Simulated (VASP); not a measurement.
CoPtO2, 4 atoms in the cell. It takes space group R-3m (No. 166, trigonal). The conventional cell has a = 2.894 Å, b = 2.894 Å, c = 17.697 Å, α = 90.00°, β = 90.00°, γ = 120.00°. Within 2.6 Å of Co (site symmetry -3m) lie 6 O at 1.93 Å. Pt (site symmetry -3m) has 2 O at 1.99 Å within 2.6 Å. O (site symmetry 3m) has 3 Co at 1.93 Å and 1 Pt at 1.99 Å and 3 O at 2.55 Å within 2.6 Å.  This cell differs from its parent crystal: strain +0.030 along x and y, +0.000 along z.

| Quantity | Value |
| --- | --- |
| Program | VASP 6.6.1 |
| Task | single point |
| Functional | PBEsol |
| Potentials or basis | VASP PAW PBE potentials, release 64 (Co, Pt, O) |
| Cutoff | 520 eV |
| k mesh | 18 × 18 × 18 |
| Occupations | gaussian, width 0.15 eV |
| Spin | no spin polarisation |
| Dipole correction | no |
| Further INCAR settings | ALGO = Normal; EDIFF = 1e-06; NBANDS = 24 |

Potentials or basis: VASP PAW PBE potentials, release 64 (Co, Pt, O).

Command:

```bash
$ cat potpaw_PBE.64/Co/POTCAR potpaw_PBE.64/Pt/POTCAR potpaw_PBE.64/O/POTCAR > POTCAR
$ mpirun -np 1 vasp_std > vasp.out
```

Hardware: 1 thread of Intel(R) Xeon(R) Platinum 8488C (Sapphire Rapids), on a shared host.

Problem. Estimate the wall time of this run.

Solution. Run time: 29 min on 1 thread of Intel(R) Xeon(R) Platinum 8488C (Sapphire Rapids) (shared host), peak memory 0.82 GiB. Counts: scf iterations 16, k points 580.
